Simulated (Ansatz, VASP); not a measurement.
**Two plane-wave programs on K**

```
K
1.0
     4.71944    0.00000    0.00000
    -2.35972    4.08716    0.00000
     0.00000    0.00000   30.30870
K
5
Direct
  0.00000 0.00000 0.24745
  0.66667 0.33333 0.37374
  0.33333 0.66667 0.50002
  0.66667 0.33333 0.62626
  0.33333 0.66667 0.75255
```

Alike in both runs: functional PBE; k mesh 9 × 9 × 1; occupations gaussian, width 0.1 eV; no spin polarisation.

Ansatz relaxed the structure, and its values are those at the end. VASP's run is a single point on that final structure, the one shown.

|  | VASP | Ansatz |
| --- | --- | --- |
| version | VASP 6.6.1 | Ansatz 0.2.0 |
| potentials or method | VASP PAW PBE potentials, release 64 (K_sv), cutoff 520 eV | scalar-relativistic, plane waves, PAW |
| valence electrons in the cell | 45 | 45 |

|  | VASP | Ansatz | Ansatz less VASP |
| --- | --- | --- | --- |
| gap on the k mesh at the Fermi level (eV) | none | none | - |
| rms of the force components (eV/Å) | 0.005 | 0.005 | 0.0000 |

A gap of «none» marks a metal or a gap that the smearing closes. Ansatz's warnings: vacuum density over bound, xc potential rough in thin density.
